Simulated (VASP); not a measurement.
Pt, 1 atom in the cell. Symmetry: I4/mmm, No. 139, tetragonal system. Conventional cell: a = 3.216 Å, b = 3.216 Å, c = 3.168 Å, α = 90.00°, β = 90.00°, γ = 90.00°. Pt (site symmetry 4/mmm) has 14 Pt at 2.77 to 3.22 Å within 3.7 Å.  This cell differs from its parent crystal: strain +0.015 along x and y, +0.000 along z.

| Property | Result |
| --- | --- |
| Program | VASP 6.6.1 |
| Task | single point |
| Functional | PBEsol |
| Potentials or basis | VASP PAW PBE potentials, release 64 (Pt) |
| Cutoff | 520 eV |
| k mesh | 22 × 22 × 22 |
| Occupations | gaussian, width 0.15 eV |
| Spin | no spin polarisation |
| Dipole correction | no |
| Further INCAR settings | ALGO = Fast; EDIFF = 1e-06; NBANDS = 11 |

Potentials or basis: VASP PAW PBE potentials, release 64 (Pt).

Launch:

```bash
$ cat potpaw_PBE.64/Pt/POTCAR > POTCAR
$ mpirun -np 1 vasp_std > vasp.out
```

Hardware: 1 thread of Intel(R) Xeon(R) Platinum 8375C CPU @ 2.90GHz (Ice Lake), with other jobs on the host.

Problem. Estimate the wall time of this run.

Solution. It took 66 s on 1 thread of Intel(R) Xeon(R) Platinum 8375C CPU @ 2.90GHz (Ice Lake) (shared host), peak memory 0.27 GiB. Counts: scf iterations 12, k points 834.
